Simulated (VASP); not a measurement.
The system is Sn.

```
Sn
1.0
    -1.89465    1.89465    1.89465
     1.89465   -1.89465    1.89465
     1.89465    1.89465   -1.89465
Sn
1
Cartesian
  0.0000 0.0000 0.0000
```

This isn't the form of Sn at room conditions, which is tetragonal (white tin).

* Program: VASP 6.6.1
* Task: relaxation of cell and atoms
* Functional: LDA
* Potentials or basis: VASP PAW LDA potentials, release 64 (Sn_d)
* Cutoff: 600 eV
* k mesh: 12 × 12 × 12
* Occupations: fermi-dirac, width 0.15 eV
* Spin: no spin polarisation

At the start: pressure -3.3 GPa; volume 27.20 Å³/atom.

How do energy, volume and symmetry change on relaxing?

Over 3 steps the energy falls by 18.8 meV/atom and the volume is 25.49 Å³/atom (-6.3 %); space group Im-3m (No. 229, to 0.1 Å) before and after.

Step by step:
| step | energy change (eV) | largest force (eV/Å) | pressure (GPa) | volume (Å³) |
| --- | --- | --- | --- | --- |
| 1 | 0.0000 | 0.0000 | -3.33 | 27.20 |
| 2 | -0.0173 | 0.0000 | 1.11 | 25.04 |
| 3 | -0.0188 | 0.0000 | 0.00 | 25.49 |

Final structure:
```xyz
1
Lattice="-1.8540 1.8540 1.8540 1.8540 -1.8540 1.8540 1.8540 1.8540 -1.8540" Properties=species:S:1:pos:R:3 pbc="T T T"
Sn    0.0000    0.0000    0.0000
```
